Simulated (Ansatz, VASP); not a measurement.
Two plane-wave programs on N

The input INCAR:

```
PREC = Accurate ; ENCUT = 520
EDIFF = 1E-6 ; ISMEAR = 0
SIGMA = 0.05 ; LREAL = F
LASPH = T ; NELM = 150
ALGO = Normal ; ISIF = 2
LWAVE = F ; LCHARG = T
ISPIN = 2 ; MAGMOM = 3.18 3.18
LORBIT = 11 ; GGA = CA
LELF = T ; LVHAR = T
NBANDS = 16
```

Contents of KPOINTS:

```
Automatic mesh
0
Gamma
  12 12 6
```

Contents of POSCAR:

```
N
1.0
    3.8467417486      0.0000000000      0.0000000000
   -1.9233708743      3.1428076190      0.0000000000
    0.0000000000      0.0000000000      5.8900000000
N
2
Direct
    0.3333333333      0.6666666667      0.2500000000
    0.6666666667      0.3333333333      0.7500000000
```

Input for Ansatz:

```yaml
crystal:
  lattice:
    - [3.8467417486, 0.0, 0.0]
    - [-1.9233708743, 3.142807619, 0.0]
    - [0.0, 0.0, 5.89]
  atoms:
    - { symbol: "N", position: [0.3333333333, 0.6666666667, 0.25], spin: 3.18 }
    - { symbol: "N", position: [0.6666666667, 0.3333333333, 0.75], spin: 3.18 }
basis:
  ecutwfc: 420
kpoints:
  mp_grid: { grid: [12, 12, 6] }
hamiltonian:
  xc: lda
scf:
  occupations: { method: gaussian, width: 0.05 }
output:
  forces: true
  stress: true
  eigenvalues: true
  populations: true
magnetization:
  spin_polarized: true
```

Change from the starting cell: strain +0.0600 x Voigt [1, 0, 0, 0, 0, 0], atoms carried along.

Alike in both runs: task single point; functional LDA; k mesh 12 × 12 × 6; occupations gaussian, width 0.05 eV; collinear spin.

|  | VASP | Ansatz |
| --- | --- | --- |
| version | VASP 6.6.1 | Ansatz 0.2.0 |
| potentials or method | VASP PAW LDA potentials, release 64 (N), cutoff 520 eV | scalar-relativistic, plane waves, PAW |
| valence electrons in the cell | 10 | 10 |

|  | VASP | Ansatz | Ansatz less VASP |
| --- | --- | --- | --- |
| gap on the k mesh at the Fermi level (eV) | 2.24 | 2.37 | +0.130 |
| least direct gap on the mesh (eV) | 2.24 | 2.37 | +0.130 |
| pressure (GPa) | -0.4 | -0.3 | +0.07 |
| net moment per atom (μB) | 3.00 | 3.00 | 0.000 |
| size of the moment on the site where the two differ most (μB) | 1.92 | 2.89 | +0.966 |

LDA's correlation is that of Perdew and Zunger in VASP and of Perdew and Wang (1992) in Ansatz. Site moments also hang on the region over which each program counts them.
